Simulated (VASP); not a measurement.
A run of VASP 6.6.1 is set up as follows.

Contents of INCAR:

```
PREC = Accurate
ENCUT = 520
EDIFF = 1E-7
ISMEAR = -1
SIGMA = 0.03
LREAL = False
LASPH = True
NELM = 60
ALGO = Normal
ISIF = 2
LWAVE = False
LCHARG = False
NBANDS = 11
```

KPOINTS

```
regular mesh
0
Gamma
  14 14 14
```

The input POSCAR:

```
MgS
1.0
    0.0000000000      2.6144408669      2.6144408669
    2.6144408669      0.0000000000      2.6144408669
    2.6144408669      2.6144408669      0.0000000000
Mg S
1 1
Direct
    0.0000000000      0.0000000000      0.0000000000
    0.5000000000      0.5000000000      0.5000000000
```

Potentials or basis: VASP PAW LDA potentials, release 64 (Mg, S).

Launch:

```console
$ cat potpaw_LDA.64/Mg/POTCAR potpaw_LDA.64/S/POTCAR > POTCAR
$ mpirun -np 1 vasp_std > vasp.out
```

(1) Estimate the pressure.

(2) Estimate the band gap on the k mesh.

## Answers

(1) -4.8 GPa.

(2) 2.53 eV, indirect (least direct gap 3.38 eV).
